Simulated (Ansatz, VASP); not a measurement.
# CsCl in VASP and in Ansatz

File POSCAR:

```
CsCl
1.0
    4.1406758997      0.0000000000      0.0000000000
    0.0000000000      4.1406758997      0.0000000000
    0.0000000000      0.0000000000      4.1406758997
Cs Cl
1 1
Direct
    0.0000000000      0.0000000000      0.0000000000
    0.5000000000      0.5000000000      0.5000000000
```

INCAR.step1

```
ALGO = Normal
EDIFF = 1E-5
ENCUT = 550
GGA = PE
GGA_COMPAT = False
ISMEAR = 0
LASPH = True
LCHARG = False
LREAL = False
LWAVE = True
NBANDS = 15
NELM = 120
PREC = Accurate
SIGMA = 0.01
```

Contents of INCAR.step2:

```
ALGO = Normal
EDIFF = 1E-6
ENCUT = 550
GGA_COMPAT = False
ISIF = 2
ISMEAR = 0
ISTART = 1
LASPH = True
LCHARG = False
LMIXTAU = True
LREAL = False
LWAVE = False
METAGGA = R2SCAN
NBANDS = 15
NELM = 120
PREC = Accurate
SIGMA = 0.01
```

Contents of KPOINTS:

```
k-points
0
Gamma
  6 6 6
```

Input for Ansatz:

```yaml
crystal:
  lattice:
    - [4.1406758997, 0.0, 0.0]
    - [0.0, 4.1406758997, 0.0]
    - [0.0, 0.0, 4.1406758997]
  atoms:
    - { symbol: Cs, position: [0.0, 0.0, 0.0] }
    - { symbol: Cl, position: [0.5, 0.5, 0.5] }
kpoints:
  mp_grid: { grid: [6, 6, 6] }
hamiltonian:
  xc: r2scan
scf:
  occupations: { method: fixed }
output:
  optics:
    e_range: [0, 20]
    de: 0.05
    sigma: 0.1
    bands: { spectra_wanted_up_to: 20 }
```

Alike in both runs: task single point; functional r2SCAN; k mesh 6 × 6 × 6; no spin polarisation.

|  | VASP | Ansatz |
| --- | --- | --- |
| version | VASP 6.6.1 | Ansatz 0.2.0 |
| potentials or method | VASP PAW PBE potentials, release 64 (Cs_sv, Cl) | plane waves, PAW |
| plane-wave cutoff (eV) | 550 | 500 |
| occupations | gaussian, width 0.01 eV | fixed |
| valence electrons in the cell | 16 | 16 |

```csv
,VASP,Ansatz,Ansatz less VASP
gap on the k mesh at the Fermi level (eV),5.91,5.91,+0.003
```

VASP's potentials were made for PBE, not for r2SCAN.

Spin-orbit coupling is off throughout.
